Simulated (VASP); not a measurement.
Input of a VASP 6.6.1 run:

The input POSCAR:

```
LiF
1.0
    3.0681115226      0.0000000000      0.0000000000
   -1.5340557613      2.6570625202      0.0000000000
    0.0000000000      0.0000000000      4.8164199260
Li F
2 2
Direct
    0.3333333333      0.6666666667      0.3809287762
    0.6666666667      0.3333333333      0.8809287762
    0.3333333333      0.6666666667      0.9940692238
    0.6666666667      0.3333333333      0.4940692238
```

The input INCAR.step1:

```
SYSTEM = LiF
PREC = Accurate
ENCUT = 520
ISMEAR = 0
SIGMA = 0.01
LREAL = .FALSE.
LASPH = .TRUE.
NELM = 60
NBANDS = 18
GGA = PE
ALGO = Normal
EDIFF = 1E-4
LWAVE = .TRUE.
LCHARG = .FALSE.
```

File INCAR.step2:

```
SYSTEM = LiF
PREC = Accurate
ENCUT = 520
EDIFF = 1E-7
ISMEAR = 0
SIGMA = 0.01
LREAL = .FALSE.
LASPH = .TRUE.
NELM = 60
ALGO = Normal
ISIF = 2
LWAVE = .FALSE.
LCHARG = .FALSE.
METAGGA = R2SCAN
LMIXTAU = .TRUE.
NBANDS = 18
ISTART = 1
```

File KPOINTS:

```
regular mesh
0
G
  12 12 6
  0 0 0
```

Potentials or basis: VASP PAW PBE potentials, release 64 (Li_sv, F).

Run with:

```sh
$ cat potpaw_PBE.64/Li_sv/POTCAR potpaw_PBE.64/F/POTCAR > POTCAR
$ cp INCAR.step1 INCAR
$ mpirun -np 1 vasp_std > vasp.out
$ cp INCAR.step2 INCAR
$ mpirun -np 1 vasp_std > vasp.out
```

(1) What does it give for the largest force?

(2) Estimate the band gap on the k mesh.

Answers

(1) 0.024 eV/Å.

(2) 8.72 eV.

Caveat: the cell differs from its parent crystal (epitaxial xy strain -0.4%); the PAW data sets were made with another functional, which shifts forces and pressure a little.
